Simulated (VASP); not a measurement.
TaN: single point with PBEsol

TaN:

```
Ta N
1.0
     5.21776    0.00000    0.00000
    -2.60888    4.51872    0.00000
     0.00000    0.00000    2.80912
Ta N
3 3
Direct
  0.33333 0.66667 0.50000
  0.66667 0.33333 0.50000
  0.00000 0.00000 0.00000
  0.39244 0.00000 0.00000
  0.60756 0.60756 0.00000
  0.00000 0.39244 0.00000
```

This cell differs from its parent crystal: uniaxial strain along c: -3.0 %.

| Quantity | Value |
| --- | --- |
| Program | VASP 6.6.1 |
| Task | single point |
| Functional | PBEsol |
| Potentials or basis | VASP PAW PBE potentials, release 64 (Ta_pv, N) |
| Cutoff | 520 eV |
| k mesh | 12 × 12 × 12 |
| Occupations | gaussian, width 0.1 eV |
| Spin | no spin polarisation |
| Dipole correction | no |
| Further INCAR settings | ALGO = Normal; EDIFF = 1e-06; NBANDS = 33 |

The pressure is 7.3 GPa and the largest force is 0.053 eV/Å. The band gap on the k mesh is zero (bands 24 and 25 overlap by 3.12 eV).

Forces on the atoms (eV/Å):
```
Ta   0.000  0.000  0.000
Ta   0.000  0.000  0.000
Ta   0.000  0.000  0.000
N   -0.053  0.000  0.000
N    0.026  0.046  0.000
N    0.026 -0.046  0.000
```

Stress tensor (GPa, compression positive):
```
 0.41  0.00  0.00
 0.00  0.41  0.00
 0.00  0.00 21.16
```

Levels at points of the mesh, in eV from the Fermi level:
| k point | band 22 | band 23 | band 24 | band 25 | band 26 | band 27 |
| --- | --- | --- | --- | --- | --- | --- |
| (0.00, 0.00, 0.00) | -3.19 | -2.41 | -1.16 | -1.16 | 0.86 | 0.86 |
| (0.50, 0.00, 0.00) | -4.12 | -3.17 | -2.96 | 1.37 | 1.82 | 1.95 |
| (0.00, 0.00, 0.50) | -3.08 | -3.08 | 1.69 | 1.69 | 1.99 | 1.99 |
| (0.50, 0.00, 0.50) | -3.47 | -1.95 | -1.28 | 0.39 | 1.24 | 3.10 |

Run time: 2.6 min on 1 thread of AMD EPYC 9R45 96-Core Processor (Zen 5) (shared host), peak memory 0.32 GiB.

Caveat: the cell differs from its parent crystal (uniaxial strain along c: -3.0 %); the cell stands under pressure; the PAW data sets were made with another functional, which shifts forces and pressure a little; spin-orbit coupling is left out, which moves the levels of the heavy elements.
